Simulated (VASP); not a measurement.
**LiH: single point with LDA**

The system is LiH.

```
Li H
1.0
     0.00000    2.03250    2.03250
     2.03250    0.00000    2.03250
     2.03250    2.03250    0.00000
Li H
1 1
Direct
  0.00000 0.00000 0.00000
  0.50000 0.50000 0.50000
```

* Program: VASP 6.6.1
* Task: single point
* Functional: LDA
* Potentials or basis: VASP PAW LDA potentials, release 64 (Li_sv, H)
* Cutoff: 750 eV
* k mesh: 8 × 8 × 8
* Occupations: gaussian, width 0.1 eV
* Spin: no spin polarisation

```json
{"Pressure": "-4.0 GPa", "Band gap on the k mesh": "2.65 eV, direct"}
```

Levels at points of the mesh, in eV from the valence-band top:
| k point | band 1 | band 2 | band 3 | band 4 | band 5 | band 6 | band 7 |
| --- | --- | --- | --- | --- | --- | --- | --- |
| (0.00, 0.00, 0.00) | -43.49 | -5.41 | 15.58 | 16.99 | 16.99 | 16.99 | 21.75 |
| (0.50, 0.00, 0.00) | -43.45 | -2.64 | 4.53 | 13.17 | 15.61 | 15.61 | 18.39 |
| (0.50, 0.50, 0.00) | -43.43 | 0.00 | 2.65 | 10.20 | 10.20 | 13.41 | 16.38 |

It took 12 s on 1 thread of Intel Xeon 8259CL (shared host), peak memory 0.13 GiB.

A k mesh can miss the band edges. Expect the measured gap to be larger: semilocal functionals such as LDA lack the derivative discontinuity.
